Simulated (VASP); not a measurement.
Set up this calculation in VASP 6.6.1, as the native input.

```yaml
Task: single point
Functional: PBE
Potentials_or_basis: VASP PAW PBE potentials, release 64 (K_sv, Br)
Cutoff: 520 eV
k_mesh: 6 × 6 × 6
Occupations: gaussian, width 0.05 eV
Spin: no spin polarisation
Dipole_correction: no
Further_INCAR_settings: ALGO = Normal; EDIFF = 1e-06; NBANDS = 15
```

The structure of KBr lies in POSCAR:

```
KBr
1.0
    4.1548850835     -0.6392130898     -0.6392130898
   -0.6392130898      4.1548850835     -0.6392130898
   -0.6392130898     -0.6392130898      4.1548850835
K Br
1 1
Direct
    0.0000000000      0.0000000000      0.0000000000
    0.5000000000      0.5000000000      0.5000000000
```

This cell differs from its parent crystal: ratio of the length along [111] to the lengths across it x 0.6, volume and fractional coordinates fixed.

One way to write it, as run:

INCAR

```
PREC = Accurate
ENCUT = 520
EDIFF = 1E-6
ISMEAR = 0
SIGMA = 0.05
LREAL = F
LASPH = T
NELM = 100
ALGO = Normal
ISIF = 2
LWAVE = F
LCHARG = T
GGA = PE
LELF = T
LVHAR = T
NBANDS = 15
```

KPOINTS

```
Automatic mesh
0
Gamma
  6 6 6
```

Potentials or basis: VASP PAW PBE potentials, release 64 (K_sv, Br).

The run is started by

```bash
$ cat potpaw_PBE.64/K_sv/POTCAR potpaw_PBE.64/Br/POTCAR > POTCAR
$ mpirun -np 1 vasp_std > vasp.out
```

Results of the run:

```yaml
Pressure: 15.3 GPa
Band_gap_on_the_k_mesh: 2.72 eV, direct
```

Wall time 12 s on 1 thread of Intel(R) Xeon(R) Platinum 8488C (Sapphire Rapids), with other jobs on the host, peak memory 0.18 GiB.
